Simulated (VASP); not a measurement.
# N (P-1) in VASP: a series of runs

The runs below take N through single point, with LDA.

Program: VASP 6.6.1. These are calculated values, not measurements. Logs are shortened: lines on timing, memory, paths and dates and some standing lists are left out, and cuts for length are marked.

**1. The cell of the first run**

The typed cell holds 8 atoms: a = 3.527 Å, b = 3.527 Å, c = 13.354 Å, α = 90.63°, β = 89.37°, γ = 60.00°.

**2. Single point, LDA**

INCAR reads:

```
ALGO = Normal
EDIFF = 1E-6
ENCUT = 520
GGA = CA
ISIF = 2
ISMEAR = 0
LASPH = T
LCHARG = F
LREAL = F
LWAVE = F
NBANDS = 30
NELM = 60
PREC = Accurate
SIGMA = 0.05
```

KPOINTS reads:

```
k-points
0
Gamma
  7 7 2
```

POSCAR reads:

```
N
1.0
   -3.5269202438      0.0000000000      0.0000000000
   -1.7634601219     -3.0544025283      0.0000000000
   -0.1469550102      0.2545335440     13.3505029787
N
8
Direct
    0.2553636151      0.4113030516      0.9356366191
    0.2979665761      0.3687000906      0.4244010873
    0.2621926882      0.4044739785      0.8536877420
    0.3047956491      0.3618710175      0.3424522103
    0.6526013899      0.6807319435      0.1687833215
    0.6099984289      0.7233349044      0.6800188532
    0.6594304630      0.6739028704      0.0868344444
    0.6168275020      0.7165058313      0.5980699762
```

Potentials or basis: VASP PAW LDA potentials, release 64 (N).

The run is started by

```console
cat potpaw_LDA.64/N/POTCAR > POTCAR
mpirun -np 1 vasp_std > vasp.out
```

OUTCAR:

```text
EDIFF = 1E-6
   ENCUT = 520
   GGA = CA
   ISIF = 2
   ISMEAR = 0
   LASPH = T
   LREAL = F
   NELM = 60
   PREC = Accurate

 ion  position               nearest neighbor table
   1  0.255  0.411  0.936-   3 1.09
   2  0.298  0.369  0.424-   4 1.09
   3  0.262  0.404  0.854-   1 1.09
   4  0.305  0.362  0.342-   2 1.09
   5  0.653  0.681  0.169-   7 1.09
   6  0.610  0.723  0.680-   8 1.09
   7  0.659  0.674  0.087-   5 1.09
   8  0.617  0.717  0.598-   6 1.09

  LATTYP: Found a base centered monoclinic cell.
 ALAT       =     3.5269202438
 B/A-ratio  =     1.7320508076
 C/A-ratio  =     3.7862318578
 COS(beta)  =    -0.0220095695

  Lattice vectors:

 A1 = (  -1.7634601219,  -3.0544025283,   0.0000000000)
 A2 = (   3.5269202438,   0.0000000000,   0.0000000000)
 A3 = (  -0.1469550102,   0.2545335440,  13.3505029787)

Analysis of symmetry for initial positions (statically):
=====================================================================
 Subroutine PRICEL returns:
 Original cell was already a primitive cell.

 Routine SETGRP: Setting up the symmetry group for a
 base centered monoclinic supercell.

 Subroutine GETGRP returns: Found  2 space group operations
 (whereof  1 operations were pure point group operations)
 out of a pool of  4 trial point group operations.

The static configuration has the point symmetry C_1 .
 The point group associated with its full space group is S_2 .

Analysis of symmetry for dynamics (positions and initial velocities):
=====================================================================
 Subroutine PRICEL returns:
 Original cell was already a primitive cell.

 Routine SETGRP: Setting up the symmetry group for a
 base centered monoclinic supercell.

 Subroutine GETGRP returns: Found  2 space group operations
 (whereof  1 operations were pure point group operations)
 out of a pool of  4 trial point group operations.

The dynamic configuration has the point symmetry C_1 .
 The point group associated with its full space group is S_2 .

 Subroutine INISYM returns: Found  2 space group operations
 (whereof  1 operations are pure point group operations),
 and found     1 'primitive' translations

----------------------------------------------------------------------------------------

                                     Primitive cell

  volume of cell :     143.8201

  direct lattice vectors                    reciprocal lattice vectors
    -3.526920244  0.000000000  0.000000000    -0.283533488  0.163698136 -0.006241962
    -1.763460122 -3.054402528  0.000000000     0.000000000 -0.327396272  0.006241962
    -0.146955010  0.254533544 13.350502979     0.000000000  0.000000000  0.074903545

  length of vectors
     3.526920244  3.526920244 13.353737787     0.327455769  0.327455769  0.074903545

  position of ions in fractional coordinates (direct lattice)
     0.255363615  0.411303052  0.935636619
     0.297966576  0.368700091  0.424401087
     0.262192688  0.404473979  0.853687742
     0.304795649  0.361871018  0.342452210
     0.652601390  0.680731943  0.168783322
     0.609998429  0.723334904  0.680018853
     0.659430463  0.673902870  0.086834444
     0.616827502  0.716505831  0.598069976

  ion indices of the primitive-cell ions
   primitive index   ion index
                 1           1
                 2           2
                 3           3
                 4           4
                 5           5
                 6           6
                 7           7
                 8           8

----------------------------------------------------------------------------------------

 KPOINTS: k-points

Automatic generation of k-mesh.
 Grid dimensions read from file:
 generate k-points for:    7    7    2

 Generating k-lattice:

  Cartesian coordinates                     Fractional coordinates (reciprocal lattice)
    -0.040504784  0.023385448 -0.000891709     0.142857143  0.000000000  0.000000000
     0.000000000 -0.046770896  0.000891709     0.000000000  0.142857143  0.000000000
     0.000000000  0.000000000  0.037451772     0.000000000  0.000000000  0.500000000

  Length of vectors
     0.046779396  0.046779396  0.037451772

  Shift w.r.t. Gamma in fractional coordinates (k-lattice)
     0.000000000  0.000000000  0.000000000

 Subroutine IBZKPT returns following result:
 ===========================================

 Found     50 irreducible k-points:

 Following reciprocal coordinates:
            Coordinates               Weight
  0.000000  0.000000  0.000000      1.000000
  0.142857  0.000000 -0.000000      2.000000
  0.000000  0.142857  0.000000      2.000000
  0.285714  0.000000  0.000000      2.000000
  0.000000  0.285714  0.000000      2.000000
  0.428571  0.000000  0.000000      2.000000
[... 16 lines left out ...]
 -0.285714  0.285714  0.000000      2.000000
  0.428571  0.428571  0.000000      2.000000
 [... further k-points ...]
   k-points           NKPTS =     50   k-points in BZ     NKDIM =     50   number of bands    NBANDS=     30
   number of dos      NEDOS =    301   number of ions     NIONS =      8
   total plane-waves  NPLWV =  78400
   dimension x,y,z NGX =    28 NGY =   28 NGZ =  100
   dimension x,y,z NGXF=    56 NGYF=   56 NGZF=  200
   ions per type =               8
   NGX,Y,Z   is equivalent  to a cutoff of  13.20, 13.20, 12.45 a.u.
   NGXF,Y,Z  is equivalent  to a cutoff of  26.40, 26.40, 24.90 a.u.
 SYSTEM =  unknown system
   PREC   = accura    normal or accurate (medium, high low for compatibility)
   ISTART =      0    job   : 0-new  1-cont  2-samecut
   ICHARG =      2    charge: 1-file 2-atom 10-const
   ISPIN  =      1    spin polarized calculation?
   LNONCOLLINEAR =      F non collinear calculations
   LSORBIT =      F    spin-orbit coupling
   LASPH  =      T    aspherical Exc in radial PAW
   ENCUT  =  520.0 eV  38.22 Ry    6.18 a.u.   6.56  6.56 24.83*2*pi/ulx,y,z
   NELM   =     60;   NELMIN=  2; NELMDL= -5     # of ELM steps
   EDIFF  = 0.1E-05   stopping-criterion for ELM
   LREAL  =      F    real-space projection
   EDIFFG = 0.1E-04   stopping-criterion for IOM
   NSW    =      0    number of steps for IOM
   IBRION =     -1    ionic relax: 0-MD 1-quasi-New 2-CG
   NFREE  =      0    steps in history (QN), initial steepest desc. (CG)
   ISIF   =      2    stress and relaxation
   ISYM   =      2    0-nonsym 1-usesym 2-fastsym
   POTIM  = 0.5000    time-step for ionic-motion
   TEBEG  =    0.0;   TEEND  =   0.0 temperature during run
   PSTRESS=    0.0 pullay stress
   NELECT =      40.0000    total number of electrons
   NUPDOWN=      -1.0000    fix difference up-down
   EMIN   =  10.00;   EMAX   =-10.00  energy-range for DOS
   EFERMI =   0.00;   METHOD = LEGACY
   ISMEAR =     0;   SIGMA  =   0.05  broadening in eV -4-tet -1-fermi 0-gaus
   EFERMI_NEDOS =   21; number of points for ismear=-14 and -15
   IALGO  =     38    algorithm
   IMIX   =      4    mixing-type and parameters
     AMIX     =   0.40;   BMIX     =  1.00
     AMIX_MAG =   1.60;   BMIX_MAG =  1.00
  volume/ion in A,a.u.               =      17.98       121.32
  Fermi-wavevector in a.u.,A,eV,Ry     =   1.068616  2.019391 15.537037  1.141940
  Thomas-Fermi vector in A             =   2.204270
   LORBIT       =      0    0 simple, 1 ext, 2 COOP (PROOUT), +10 PAW based schemes
   GGA     = CA    functional components
   LHFCALC =     F    Hartree Fock is set to
   AEXX    =    0.0000 exact exchange contribution
   IVDW    =     0    specifies the selected vdW correction
   LEPSILON=     F    determine dielectric tensor
   LRPA    =     F    only Hartree local field effects (RPA)
 non-spin polarized calculation
 Gauss-broadening in eV      SIGMA  =   0.05
  energy-cutoff  :      520.00
  volume of cell :      143.82
 maximum number of plane-waves:      3925
 NGX is ok and might be reduce to    28
   NGX = 13   NGY = 13   NGZ = 49

 number of electron      40.0000001 magnetization

 Free energy of the ion-electron system (eV)
  ---------------------------------------------------
  ext. energy  EPLUGINS =         0.00000000
  ---------------------------------------------------
  free energy    TOTEN  =       -70.30751738 eV

  energy without entropy =      -70.30751738  energy(sigma->0) =      -70.30751738

 E-fermi :  -4.8748     XC(G=0):  -7.9292

 val. band max:       -5.1169711079   @ k =   0.0000   0.0000   0.0000
 cond. band min:       0.9887627848   @ k =   0.1429  -0.4286  -0.0000
 fundamental gap:      6.1057338926
 Fermi energy:        -4.8747652136

 k-point     1 :       0.0000    0.0000    0.0000
  band No.  band energies     occupation
      1     -24.2288      2.00000
      2     -24.1942      2.00000
      3     -24.1840      2.00000
      4     -24.1562      2.00000
      5     -10.0780      2.00000
      6      -9.5309      2.00000
[... 22 lines left out ...]
     29       5.3182      0.00000
     30       5.3922      0.00000

 k-point     2 :       0.1429    0.0000   -0.0000
  band No.  band energies     occupation
      1     -24.2090      2.00000
      2     -24.1775      2.00000
      3     -24.1683      2.00000
      4     -24.1433      2.00000
      5      -9.9619      2.00000
      6      -9.4610      2.00000
[... 22 lines left out ...]
     29       5.6736      0.00000
     30       5.7200      0.00000

 k-point     3 :       0.0000    0.1429    0.0000
  band No.  band energies     occupation
      1     -24.2097      2.00000
      2     -24.1776      2.00000
      3     -24.1680      2.00000
      4     -24.1428      2.00000
      5      -9.9714      2.00000
      6      -9.4630      2.00000
[... 22 lines left out ...]
     29       5.6772      0.00000
     30       5.7199      0.00000

 k-point     4 :       0.2857    0.0000    0.0000
  band No.  band energies     occupation
      1     -24.1628      2.00000
      2     -24.1395      2.00000
      3     -24.1331      2.00000
      4     -24.1157      2.00000
      5      -9.6520      2.00000
      6      -9.2948      2.00000
[... 22 lines left out ...]
     29       6.3718      0.00000
     30       6.5297      0.00000

 k-point     5 :       0.0000    0.2857    0.0000
  band No.  band energies     occupation
      1     -24.1659      2.00000
      2     -24.1398      2.00000
      3     -24.1319      2.00000
      4     -24.1136      2.00000
      5      -9.6988      2.00000
      6      -9.2972      2.00000
[... 22 lines left out ...]
     29       6.3691      0.00000
     30       6.5473      0.00000
[... 526 lines left out ...]
     29       7.0257      0.00000
     30       8.0107      0.00000

 k-point    22 :       0.2857   -0.4286    0.0000
  band No.  band energies     occupation
      1     -24.1100      2.00000
      2     -24.0949      2.00000
      3     -24.0925      2.00000
      4     -24.0878      2.00000
      5      -9.2370      2.00000
      6      -9.0145      2.00000
[... 22 lines left out ...]
     29       7.0022      0.00000
     30       8.0331      0.00000

 k-point    23 :      -0.2857    0.2857    0.0000
  band No.  band energies     occupation
      1     -24.1082      2.00000
      2     -24.0954      2.00000
      3     -24.0927      2.00000
      4     -24.0887      2.00000
      5      -9.2122      2.00000
      6      -9.0154      2.00000
[... 22 lines left out ...]
     29       7.0112      0.00000
     30       7.9747      0.00000

 k-point    24 :       0.4286    0.4286    0.0000
  band No.  band energies     occupation
      1     -24.1244      2.00000
      2     -24.1078      2.00000
      3     -24.1048      2.00000
      4     -24.0949      2.00000
      5      -9.3488      2.00000
      6      -9.1240      2.00000
[... 22 lines left out ...]
     29       6.8406      0.00000
     30       7.5623      0.00000

 [... further k-points ...]
[... 5 lines left out ...]
  --------------------------------------------------------------------------------------
  -------------------------------------------------------------------------------------
  Total        0.1540682     -0.1093645      7.0218076     -0.0795526     -0.1314125      0.1564998
  in kB        1.7163427     -1.2183369     78.2239912     -0.8862275     -1.4639547      1.7434314
  external PRESSURE =      26.2406657 kB  Pullay stress =       0.0000000 kB

 VOLUME and BASIS-vectors are now :
 -----------------------------------------------------------------------------
  energy-cutoff  :      520.00
  volume of cell :      143.82
      direct lattice vectors                 reciprocal lattice vectors
    -3.526920244  0.000000000  0.000000000    -0.283533488  0.163698136 -0.006241962
    -1.763460122 -3.054402528  0.000000000     0.000000000 -0.327396272  0.006241962
    -0.146955010  0.254533544 13.350502979     0.000000000  0.000000000  0.074903545

 POSITION                                       TOTAL-FORCE (eV/Angst)
 -----------------------------------------------------------------------------------
     -1.76346     -1.01813     12.49122        -0.126278      0.107060      1.417132
     -1.76346     -1.01813      5.66597         0.000156     -0.000232      1.531514
     -1.76346     -1.01813     11.39716         0.022623     -0.018976     -1.578657
     -1.76346     -1.01813      4.57191        -0.000534      0.000803     -1.529820
     -3.52692     -2.03627      2.25334        -0.022623      0.018976      1.578657
     -3.52692     -2.03627      9.07859         0.000534     -0.000803      1.529820
     -3.52692     -2.03627      1.15928         0.126278     -0.107060     -1.417132
     -3.52692     -2.03627      7.98453        -0.000156      0.000232     -1.531514
 -----------------------------------------------------------------------------------
    total drift:                                0.000000      0.000003      0.000063

  FREE ENERGIE OF THE ION-ELECTRON SYSTEM (eV)
  ---------------------------------------------------
  free  energy   TOTEN  =       -70.3075173776 eV

  energy  without entropy=      -70.3075173776  energy(sigma->0) =      -70.30751738
```

It took 98 s on 1 thread of Intel Xeon 6975P-C (Granite Rapids), shared host; peak memory 0.29 GiB.

What came out:

```
Free energy            : -70.3075 eV
Pressure               : 2.6 GPa
Largest force          : 1.579 eV/Å
Band gap on the k mesh : 6.11 eV (least direct gap 6.36 eV)
```

Forces in eV/Å, atoms in the order of the input:
```
N   -0.126  0.107  1.417
N    0.000  0.000  1.532
N    0.023 -0.019 -1.579
N   -0.001  0.001 -1.530
N   -0.023  0.019  1.579
N    0.001 -0.001  1.530
N    0.126 -0.107 -1.417
N    0.000  0.000 -1.532
```

Levels at points of the mesh, in eV from the valence-band top:
| k point | band 17 | band 18 | band 19 | band 20 | band 21 | band 22 | band 23 | band 24 |
| --- | --- | --- | --- | --- | --- | --- | --- | --- |
| (0.00, 0.00, 0.00) | -1.96 | -0.98 | -0.79 | 0.00 | 7.54 | 7.69 | 7.87 | 7.90 |
| (0.00, 0.00, 0.50) | -1.79 | -1.61 | -0.38 | -0.13 | 7.57 | 7.75 | 7.77 | 7.78 |

Caveat: the standard files for N, O and F lose accuracy on very short bonds; an odd mesh through Γ misses points on the zone boundary, where band edges can lie; forces of over 1 eV/Å act on the atoms, so gaps and moduli don't describe the material at rest.

(Continued in part 2 of 2.)
